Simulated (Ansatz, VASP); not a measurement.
ZrC: VASP beside Ansatz

File INCAR:

```
SYSTEM = ZrC
PREC = Accurate
ENCUT = 520
EDIFF = 1E-7
ISMEAR = -1
SIGMA = 0.05
LREAL = .FALSE.
LASPH = .TRUE.
NELM = 80
ALGO = Normal
ISIF = 2
LWAVE = .FALSE.
LCHARG = .FALSE.
GGA = PE
NBANDS = 15
```

The input KPOINTS:

```
Automatic mesh
0
G
  9 9 9
  0 0 0
```

Contents of POSCAR:

```
ZrC
1.0
    0.0000000000      2.5455200000      2.5455200000
    2.5455200000      0.0000000000      2.5455200000
    2.5455200000      2.5455200000      0.0000000000
Zr C
1 1
Direct
    0.5000000000      0.5000000000      0.5000000000
    0.7500000000      0.7500000000      0.7500000000
```

The input input.yaml:

```yaml
crystal:
  lattice:
    - [0.0, 2.54552, 2.54552]
    - [2.54552, 0.0, 2.54552]
    - [2.54552, 2.54552, 0.0]
  atoms:
    - { symbol: Zr, position: [0.5, 0.5, 0.5] }
    - { symbol: C, position: [0.75, 0.75, 0.75] }
hamiltonian:
  xc: pbe
  pseudopotentials: { kind: paw, azcp: { folder: soft_1 } }
kpoints:
  mp_grid: { grid: [9, 9, 9] }
scf:
  occupations: { method: fermi_dirac, width: 0.05 }
output:
  forces: true
  stress: true
  eigenvalues: true
```

Alike in both runs: task single point; functional PBE; k mesh 9 × 9 × 9; occupations fermi-dirac, width 0.05 eV; no spin polarisation.

```csv
,VASP,Ansatz
version,VASP 6.6.1,Ansatz 0.2.0
potentials or method,"VASP PAW PBE potentials, release 64 (Zr_sv, C)",Ansatz PAW soft_1
plane-wave cutoff (eV),520,420
valence electrons in the cell,16,16
```

VASP gave:

| Item | Value |
| --- | --- |
| gap on the k mesh at the Fermi level (eV) | 0.55 |
| least direct gap on the mesh (eV) | 0.55 |
| pressure (GPa) | 0.1 |

Task: Which values does Ansatz return?

Result: gap on the k mesh at the Fermi level (eV): 0.55; least direct gap on the mesh (eV): 0.55; pressure (GPa): 0.0.

With one functional, cell and mesh, what is left measures potentials, basis and numerics.

Noted on Ansatz's run: odd divisions of the mesh miss points on the zone boundary, where band edges often lie, so the gap on the mesh can be too wide.
